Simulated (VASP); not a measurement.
Input of a VASP 6.6.1 run:

INCAR

```
SYSTEM = Pd
ALGO = Normal ; EDIFF = 1E-8
ENCUT = 600 ; GGA = CA
IBRION = 6 ; ISIF = 3
ISMEAR = -1 ; LASPH = .TRUE.
LCHARG = .FALSE. ; LREAL = .FALSE.
LWAVE = .FALSE. ; NELM = 60
NFREE = 2 ; NSW = 1
POTIM = 0.015 ; PREC = Accurate
SIGMA = 0.05
```

Contents of KPOINTS:

```
k-points
0
G
  9 9 9
  0 0 0
```

POSCAR

```
Pd
1.0
   -1.5722810000      1.5722810000      1.5722810000
    1.5722810000     -1.5722810000      1.5722810000
    1.5722810000      1.5722810000     -1.5722810000
Pd
1
Direct
    0.0000000000      0.0000000000      0.0000000000
```

Potentials or basis: VASP PAW LDA potentials, release 64 (Pd).

The run is started by

```sh
$ cat potpaw_LDA.64/Pd/POTCAR > POTCAR
$ mpirun -np 1 vasp_std > vasp.out
```

Problem. Predict the elastic constants C11, C12, C44.

Solution. 141, 155, 72 GPa.

Problem. Predict the Voigt bulk modulus.

Solution. 150 GPa.

Clamped-ion elastic tensor (GPa):
```
141 155 155   0   0   0
155 141 155   0   0   0
155 155 141   0   0   0
  0   0   0  72   0   0
  0   0   0   0  72   0
  0   0   0   0   0  72
```

Caveat: the cell is under stress, which shifts elastic constants; the elastic tensor has a negative eigenvalue, so either the cell is unstable as it stands or the mesh is too thin.
